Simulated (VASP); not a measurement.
A run of VASP 6.6.1:

POSCAR

```
Rh
1.0
    0.0000000000      1.8999841391      1.8999841391
    1.8999841391      0.0000000000      1.8999841391
    1.8999841391      1.8999841391      0.0000000000
Rh
1
Direct
    0.0000000000      0.0000000000      0.0000000000
```

The input INCAR.step1:

```
SYSTEM = Rh
  ALGO = Normal
  EDIFF = 1E-5
  ENCUT = 550
  GGA = PE
  GGA_COMPAT = .FALSE.
  ISMEAR = 0
  LASPH = .TRUE.
  LCHARG = .FALSE.
  LREAL = .FALSE.
  LWAVE = .TRUE.
  NBANDS = 14
  NELM = 120
  PREC = Accurate
  SIGMA = 0.1
```

File INCAR.step2:

```
SYSTEM = Rh
  ALGO = Normal
  EDIFF = 1E-6
  ENCUT = 550
  GGA_COMPAT = .FALSE.
  ISIF = 2
  ISMEAR = 0
  ISTART = 1
  LASPH = .TRUE.
  LCHARG = .FALSE.
  LMIXTAU = .TRUE.
  LREAL = .FALSE.
  LWAVE = .FALSE.
  METAGGA = R2SCAN
  NBANDS = 14
  NELM = 120
  PREC = Accurate
  SIGMA = 0.1
```

Contents of KPOINTS:

```
k-points
0
G
  18 18 18
  0 0 0
```

Potentials or basis: VASP PAW PBE potentials, release 64 (Rh_pv).

The run is started by

```console
$ cat potpaw_PBE.64/Rh_pv/POTCAR > POTCAR
$ cp INCAR.step1 INCAR
$ mpirun -np 1 vasp_std > vasp.out
$ cp INCAR.step2 INCAR
$ mpirun -np 1 vasp_std > vasp.out
```

Hardware: 1 thread of Intel(R) Xeon(R) Platinum 8488C (Sapphire Rapids), on a shared host.

How long does it take, and how much memory?

It took 2.6 min on 1 thread of Intel(R) Xeon(R) Platinum 8488C (Sapphire Rapids) (shared host), peak memory 0.17 GiB. Counts: k points 195.
